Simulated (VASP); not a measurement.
# Bi (P-1) in VASP: single point with PBE

Aim: the single point of Bi with PBE.

All numbers are computed with VASP 6.6.1; they aren't measurements. Logs are shortened: lines on timing, memory, paths and dates and some standing lists are left out, and cuts for length are marked.

## Step 1: The cell of the first run

The typed cell holds 12 atoms: a = 3.215 Å, b = 9.345 Å, c = 14.270 Å, α = 89.28°, β = 90.00°, γ = 89.98°.

## Step 2: Single point, PBE

INCAR

```
SYSTEM = Bi
  PREC = Accurate
  ENCUT = 520
  EDIFF = 1E-7
  ISMEAR = 0
  SIGMA = 0.1
  LREAL = .False.
  LASPH = .True.
  NELM = 60
  ALGO = Fast
  ISIF = 2
  LWAVE = .False.
  LCHARG = .False.
  GGA = PE
  NBANDS = 102
```

KPOINTS

```
Automatic mesh
0
Gamma
  6 2 1
  0 0 0
```

POSCAR

```
Bi
1.0
    3.2146604921     -0.0091292780     -0.0019436040
    0.0296053967      9.3449800569      0.0249769344
    0.0077895425      0.1403638409     14.2688376821
Bi
12
Direct
    0.0002738682      0.4393547148      0.1062377299
    1.0003469463      0.4437805720      0.6074833349
    1.0000979652      0.2317495862      0.3154988999
    1.0001554672      0.2368030208      0.8147916162
   -0.0001554672      0.7631969792      0.1852083838
   -0.0000979652      0.7682504138      0.6845011001
    1.0005670598      0.9151958119      0.8998818025
    1.0004437050      0.9102405685      0.4014540219
    0.9997261318      0.5606452852      0.8937622701
   -0.0003469463      0.5562194280      0.3925166651
   -0.0005670598      0.0848041881      0.1001181975
   -0.0004437050      0.0897594315      0.5985459781
```

Potentials or basis: VASP PAW PBE potentials, release 64 (Bi_d).

On the command line:

```bash
$ cat potpaw_PBE.64/Bi_d/POTCAR > POTCAR
$ mpirun -np 1 vasp_std > vasp.out
```

OUTCAR:

```text
SYSTEM = Bi
   PREC = Accurate
   ENCUT = 520
   EDIFF = 1E-7
   ISMEAR = 0
   LREAL = .False.
   LASPH = .True.
   NELM = 60
   ISIF = 2
   GGA = PE

 ion  position               nearest neighbor table
   1  0.000  0.439  0.106-   9 3.22   5 3.24  11 3.32   3 3.54
   2  0.000  0.444  0.607-  10 3.23   6 3.24  12 3.31   4 3.51
   3  0.000  0.232  0.315-   8 3.23  10 3.24  11 3.38   1 3.54
   4  0.000  0.237  0.815-   7 3.23   9 3.24  12 3.39   2 3.51
   5  1.000  0.763  0.185-  11 3.23   1 3.24   8 3.39  10 3.51
   6  1.000  0.768  0.685-  12 3.23   2 3.24   7 3.38   9 3.54
   7  0.001  0.915  0.900-   4 3.23  11 3.28   9 3.32   6 3.38
   8  0.000  0.910  0.401-   3 3.23  12 3.29  10 3.31   5 3.39
   9  1.000  0.561  0.894-   1 3.22   4 3.24   7 3.32   6 3.54
  10  1.000  0.556  0.393-   2 3.23   3 3.24   8 3.31   5 3.51
  11  0.999  0.085  0.100-   5 3.23   7 3.28   1 3.32   3 3.38
  12  1.000  0.090  0.599-   6 3.23   8 3.29   2 3.31   4 3.39

  LATTYP: Found a triclinic cell.
 ALAT       =    14.6268818745
 B/A-ratio  =     2.0606596412
 C/A-ratio  =     0.2197784921
 COS(alpha) =     0.0000192223
 COS(beta)  =     0.2196939834
 COS(gamma) =     0.9275067338

  Lattice vectors:

 A1 = (  -3.2224500346,  -0.1312345629, -14.2668940781)
 A2 = (  -0.0451844817,  -9.6257077387, -28.5626522986)
 A3 = (  -3.2146604921,   0.0091292780,   0.0019436040)

Analysis of symmetry for initial positions (statically):
=====================================================================
 Subroutine PRICEL returns:
 Original cell was already a primitive cell.

 Routine SETGRP: Setting up the symmetry group for a
 triclinic supercell.

 Subroutine GETGRP returns: Found  2 space group operations
 (whereof  2 operations were pure point group operations)
 out of a pool of  2 trial point group operations.

The static configuration has the point symmetry S_2 .

Analysis of symmetry for dynamics (positions and initial velocities):
=====================================================================
 Subroutine PRICEL returns:
 Original cell was already a primitive cell.

 Routine SETGRP: Setting up the symmetry group for a
 triclinic supercell.

 Subroutine GETGRP returns: Found  2 space group operations
 (whereof  2 operations were pure point group operations)
 out of a pool of  2 trial point group operations.

The dynamic configuration has the point symmetry S_2 .

 Subroutine INISYM returns: Found  2 space group operations
 (whereof  2 operations are pure point group operations),
 and found     1 'primitive' translations

----------------------------------------------------------------------------------------

                                     Primitive cell

  volume of cell :     428.6420

  direct lattice vectors                    reciprocal lattice vectors
     3.214660492 -0.009129278 -0.001943604     0.311071946 -0.000985065 -0.000160128
     0.029605397  9.344980057  0.024976934     0.000303263  0.107011177 -0.001052844
     0.007789542  0.140363841 14.268837682     0.000041841 -0.000187452  0.070084614

  length of vectors
     3.214674043  9.345060331 14.269530177     0.311073547  0.107016786  0.070084877

  position of ions in fractional coordinates (direct lattice)
     0.000273868  0.439354715  0.106237730
     0.000346946  0.443780572  0.607483335
     0.000097965  0.231749586  0.315498900
     0.000155467  0.236803021  0.814791616
     0.999844533  0.763196979  0.185208384
     0.999902035  0.768250414  0.684501100
     0.000567060  0.915195812  0.899881802
     0.000443705  0.910240569  0.401454022
     0.999726132  0.560645285  0.893762270
     0.999653054  0.556219428  0.392516665
     0.999432940  0.084804188  0.100118198
     0.999556295  0.089759431  0.598545978

  ion indices of the primitive-cell ions
   primitive index   ion index
                 1           1
                 2           2
                 3           3
                 4           4
                 5           5
                 6           6
                 7           7
                 8           8
                 9           9
                10          10
                11          11
                12          12

----------------------------------------------------------------------------------------

 KPOINTS: Automatic mesh

Automatic generation of k-mesh.
 Grid dimensions read from file:
 generate k-points for:    6    2    1

 Generating k-lattice:

  Cartesian coordinates                     Fractional coordinates (reciprocal lattice)
     0.051845324 -0.000164177 -0.000026688     0.166666667  0.000000000 -0.000000000
     0.000151632  0.053505589 -0.000526422     0.000000000  0.500000000 -0.000000000
     0.000041841 -0.000187452  0.070084614    -0.000000000  0.000000000  1.000000000

  Length of vectors
     0.051845591  0.053508393  0.070084877

  Shift w.r.t. Gamma in fractional coordinates (k-lattice)
     0.000000000  0.000000000  0.000000000

 Subroutine IBZKPT returns following result:
 ===========================================

 Found      8 irreducible k-points:

 Following reciprocal coordinates:
            Coordinates               Weight
  0.000000  0.000000  0.000000      1.000000
  0.166667 -0.000000  0.000000      2.000000
  0.333333 -0.000000  0.000000      2.000000
  0.500000 -0.000000  0.000000      1.000000
  0.000000  0.500000 -0.000000      1.000000
  0.166667  0.500000  0.000000      2.000000
  0.333333  0.500000  0.000000      2.000000
  0.500000  0.500000  0.000000      1.000000
   k-points           NKPTS =      8   k-points in BZ     NKDIM =      8   number of bands    NBANDS=    102
   number of dos      NEDOS =    301   number of ions     NIONS =     12
   total plane-waves  NPLWV = 181440
   dimension x,y,z NGX =    24 NGY =   70 NGZ =  108
   dimension x,y,z NGXF=    48 NGYF=  140 NGZF=  216
   ions per type =              12
   NGX,Y,Z   is equivalent  to a cutoff of  12.41, 12.45, 12.58 a.u.
   NGXF,Y,Z  is equivalent  to a cutoff of  24.82, 24.91, 25.16 a.u.
 SYSTEM =  Bi
   PREC   = accura    normal or accurate (medium, high low for compatibility)
   ISTART =      0    job   : 0-new  1-cont  2-samecut
   ICHARG =      2    charge: 1-file 2-atom 10-const
   ISPIN  =      1    spin polarized calculation?
   LNONCOLLINEAR =      F non collinear calculations
   LSORBIT =      F    spin-orbit coupling
   LASPH  =      T    aspherical Exc in radial PAW
   ENCUT  =  520.0 eV  38.22 Ry    6.18 a.u.   5.98 17.38 26.53*2*pi/ulx,y,z
   NELM   =     60;   NELMIN=  2; NELMDL= -5     # of ELM steps
   EDIFF  = 0.1E-06   stopping-criterion for ELM
   LREAL  =      F    real-space projection
   EDIFFG = 0.1E-05   stopping-criterion for IOM
   NSW    =      0    number of steps for IOM
   IBRION =     -1    ionic relax: 0-MD 1-quasi-New 2-CG
   NFREE  =      0    steps in history (QN), initial steepest desc. (CG)
   ISIF   =      2    stress and relaxation
   ISYM   =      2    0-nonsym 1-usesym 2-fastsym
   POTIM  = 0.5000    time-step for ionic-motion
   TEBEG  =    0.0;   TEEND  =   0.0 temperature during run
   PSTRESS=    0.0 pullay stress
   NELECT =     180.0000    total number of electrons
   NUPDOWN=      -1.0000    fix difference up-down
   EMIN   =  10.00;   EMAX   =-10.00  energy-range for DOS
   EFERMI =   0.00;   METHOD = LEGACY
   ISMEAR =     0;   SIGMA  =   0.10  broadening in eV -4-tet -1-fermi 0-gaus
   EFERMI_NEDOS =   21; number of points for ismear=-14 and -15
   IALGO  =     68    algorithm
   IMIX   =      4    mixing-type and parameters
     AMIX     =   0.40;   BMIX     =  1.00
     AMIX_MAG =   1.60;   BMIX_MAG =  1.00
  volume/ion in A,a.u.               =      35.72       241.05
  Fermi-wavevector in a.u.,A,eV,Ry     =   1.225935  2.316681 20.448421  1.502917
  Thomas-Fermi vector in A             =   2.360954
   LORBIT       =      0    0 simple, 1 ext, 2 COOP (PROOUT), +10 PAW based schemes
   GGA     = PE    functional components
   LHFCALC =     F    Hartree Fock is set to
   AEXX    =    0.0000 exact exchange contribution
   IVDW    =     0    specifies the selected vdW correction
   LEPSILON=     F    determine dielectric tensor
   LRPA    =     F    only Hartree local field effects (RPA)
 non-spin polarized calculation
 RMM-DIIS sequential band-by-band and
 Gauss-broadening in eV      SIGMA  =   0.10
  energy-cutoff  :      520.00
  volume of cell :      428.64
 maximum number of plane-waves:     11594
 NGX is ok and might be reduce to    24
   NGX = 11   NGY = 35   NGZ = 53

 number of electron     180.0000054 magnetization

 Free energy of the ion-electron system (eV)
  ---------------------------------------------------
  ext. energy  EPLUGINS =         0.00000000
  ---------------------------------------------------
  free energy    TOTEN  =       -46.35424873 eV

  energy without entropy =      -46.34984083  energy(sigma->0) =      -46.35204478

 E-fermi :   6.0274     XC(G=0):  -9.4855

 val. band max:        5.9268461059   @ k =   0.5000  -0.0000   0.0000
 cond. band min:       6.1596197036   @ k =   0.3333  -0.0000   0.0000
 fundamental gap:      0.2327735977
 Fermi energy:         6.0274413252

 k-point     1 :       0.0000    0.0000    0.0000
  band No.  band energies     occupation
      1     -16.7791      2.00000
      2     -16.7705      2.00000
      3     -16.7698      2.00000
      4     -16.7662      2.00000
      5     -16.7424      2.00000
      6     -16.7382      2.00000
[... 94 lines left out ...]
    101      11.1964      0.00000
    102      11.3227      0.00000

 k-point     2 :       0.1667   -0.0000    0.0000
  band No.  band energies     occupation
      1     -16.7228      2.00000
      2     -16.7167      2.00000
      3     -16.7158      2.00000
      4     -16.7134      2.00000
      5     -16.7034      2.00000
      6     -16.6930      2.00000
[... 94 lines left out ...]
    101       8.9756      0.00000
    102       9.1733      0.00000

 k-point     3 :       0.3333   -0.0000    0.0000
  band No.  band energies     occupation
      1     -16.7023      2.00000
      2     -16.6938      2.00000
      3     -16.6689      2.00000
      4     -16.6624      2.00000
      5     -16.6605      2.00000
      6     -16.6427      2.00000
[... 94 lines left out ...]
    101       8.1827      0.00000
    102       8.6428      0.00000

 k-point     4 :       0.5000   -0.0000    0.0000
  band No.  band energies     occupation
      1     -16.6984      2.00000
      2     -16.6870      2.00000
      3     -16.6641      2.00000
      4     -16.6531      2.00000
      5     -16.6521      2.00000
      6     -16.6493      2.00000
[... 94 lines left out ...]
    101       8.9623      0.00000
    102       9.1656      0.00000

 k-point     5 :       0.0000    0.5000   -0.0000
  band No.  band energies     occupation
      1     -16.7663      2.00000
      2     -16.7628      2.00000
      3     -16.7622      2.00000
      4     -16.7570      2.00000
      5     -16.7390      2.00000
      6     -16.7383      2.00000
[... 94 lines left out ...]
    101      10.7400      0.00000
    102      10.8668      0.00000

 k-point     6 :       0.1667    0.5000    0.0000
  band No.  band energies     occupation
      1     -16.7121      2.00000
      2     -16.7103      2.00000
      3     -16.7091      2.00000
      4     -16.7058      2.00000
      5     -16.6986      2.00000
      6     -16.6841      2.00000
[... 94 lines left out ...]
    101       8.6940      0.00000
    102       8.7567      0.00000

 k-point     7 :       0.3333    0.5000    0.0000
  band No.  band energies     occupation
      1     -16.6937      2.00000
      2     -16.6902      2.00000
      3     -16.6875      2.00000
      4     -16.6551      2.00000
      5     -16.6521      2.00000
      6     -16.6459      2.00000
[... 94 lines left out ...]
    101       8.5215      0.00000
    102       8.6668      0.00000

 k-point     8 :       0.5000    0.5000    0.0000
  band No.  band energies     occupation
      1     -16.6892      2.00000
      2     -16.6862      2.00000
      3     -16.6821      2.00000
      4     -16.6546      2.00000
      5     -16.6528      2.00000
      6     -16.6495      2.00000
[... 94 lines left out ...]
    101       9.3133      0.00000
    102       9.3824      0.00000

------------------------ aborting loop because EDIFF is reached ----------------------------------------

  FORCE on cell =-STRESS in cart. coord.  units (eV):
  Direction    XX          YY          ZZ          XY          YZ          ZX
  --------------------------------------------------------------------------------------
  -------------------------------------------------------------------------------------
  Total       -0.0458189      0.0590238     -0.1970785     -0.0089275     -0.0320819     -0.0002606
  in kB       -0.1712618      0.2206192     -0.7366399     -0.0333691     -0.1199156     -0.0009741
  external PRESSURE =      -0.2290942 kB  Pullay stress =       0.0000000 kB

 VOLUME and BASIS-vectors are now :
 -----------------------------------------------------------------------------
  energy-cutoff  :      520.00
  volume of cell :      428.64
      direct lattice vectors                 reciprocal lattice vectors
     3.214660492 -0.009129278 -0.001943604     0.311071946 -0.000985065 -0.000160128
     0.029605397  9.344980057  0.024976934     0.000303263  0.107011177 -0.001052844
     0.007789542  0.140363841 14.268837682     0.000041841 -0.000187452  0.070084614

 POSITION                                       TOTAL-FORCE (eV/Angst)
 -----------------------------------------------------------------------------------
      0.01472      4.12067      1.52686        -0.000139      0.001644      0.022356
      0.01899      4.23239      8.67916        -0.000277      0.004073      0.004101
      0.00963      2.20998      4.50759         0.000014      0.001899      0.010115
      0.01386      2.32729     11.63204        -0.000041      0.000752      0.001012
      3.23820      7.14893      2.65983         0.000041     -0.000752     -0.001012
      3.24242      7.26624      9.78428        -0.000014     -0.001899     -0.010115
      0.03593      8.67879     12.86313        -0.000336     -0.000072     -0.009262
      0.03150      8.56253      5.75102        -0.000290     -0.003936     -0.014888
      3.23734      5.35554     12.76501         0.000139     -0.001644     -0.022356
      3.23307      5.24383      5.61271         0.000277     -0.004073     -0.004101
      3.21613      0.79742      1.42875         0.000336      0.000072      0.009262
      3.22055      0.91369      8.54085         0.000290      0.003936      0.014888
 -----------------------------------------------------------------------------------
    total drift:                                0.000000      0.000000      0.000000

  FREE ENERGIE OF THE ION-ELECTRON SYSTEM (eV)
  ---------------------------------------------------
  free  energy   TOTEN  =       -46.3542487325 eV

  energy  without entropy=      -46.3498408261  energy(sigma->0) =      -46.35204478
```

It took 5.5 min on 1 thread of Intel Xeon 6975P-C (Granite Rapids), shared host; peak memory 0.53 GiB.

What came out:

| Quantity | Value |
| --- | --- |
| Free energy | -46.3542 eV |
| Pressure | 0.0 GPa |
| Largest force | 0.022 eV/Å |
| Band gap on the k mesh | zero (bands 90 and 91 overlap by 2.10 eV) |

Forces on the atoms (eV/Å):
```
Bi   0.000  0.002  0.022
Bi   0.000  0.004  0.004
Bi   0.000  0.002  0.010
Bi   0.000  0.001  0.001
Bi   0.000 -0.001 -0.001
Bi   0.000 -0.002 -0.010
Bi   0.000  0.000 -0.009
Bi   0.000 -0.004 -0.015
Bi   0.000 -0.002 -0.022
Bi   0.000 -0.004 -0.004
Bi   0.000  0.000  0.009
Bi   0.000  0.004  0.015
```

Stress tensor (GPa, compression positive):
```
-0.02  0.00  0.00
 0.00  0.02 -0.01
 0.00 -0.01 -0.07
```

Caveat: the k points lie up to 0.44 Å⁻¹ apart, too coarse for converged energies and pressures of a metal; spin-orbit coupling is left out, which moves the levels of the heavy elements.
